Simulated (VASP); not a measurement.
Runs of VASP 6.6.1 on BeS3. The structure is that of space group Pm-3n (No. 223), or close to it. The cells are those of the table. 

```tsv
task	cell	k mesh	gap on the mesh (eV)	pressure (GPa)	relaxed volume (Å³/atom)
relaxation of cell and atoms	relaxed from a = 5.273 Å, 8 atoms	4 × 4 × 4	none	-0.2	14.57
single point	a = 5.273 Å, 8 atoms	4 × 4 × 4	none	(a)	-
relaxation of cell and atoms	relaxed from a = 4.891 Å, 8 atoms	8 × 8 × 8	none	0.0	(b)
single point	a = 4.891 Å, 8 atoms	4 × 4 × 4	none	-0.5	-
single point	a = 4.901 Å, 8 atoms	8 × 8 × 8	none	-0.1	-
```

Alike in all rows: level PBE; potentials or basis VASP PAW PBE potentials, release 64 (Be, S); no spin polarisation; cutoff (eV) 600; smearing gaussian 0.1 eV.

Problem. Fill in the values left out.

Solution. (a) -11.9; (b) 14.70.

Caveats: the volume moved by over 15 % at a fixed basis, so the end points are rough (at least some runs); the cell stands under tension (at least some runs); semilocal functionals underestimate gaps, so a narrow gap can read as zero (at least some runs).

A gap of «none» marks levels without a gap at the run's occupations.
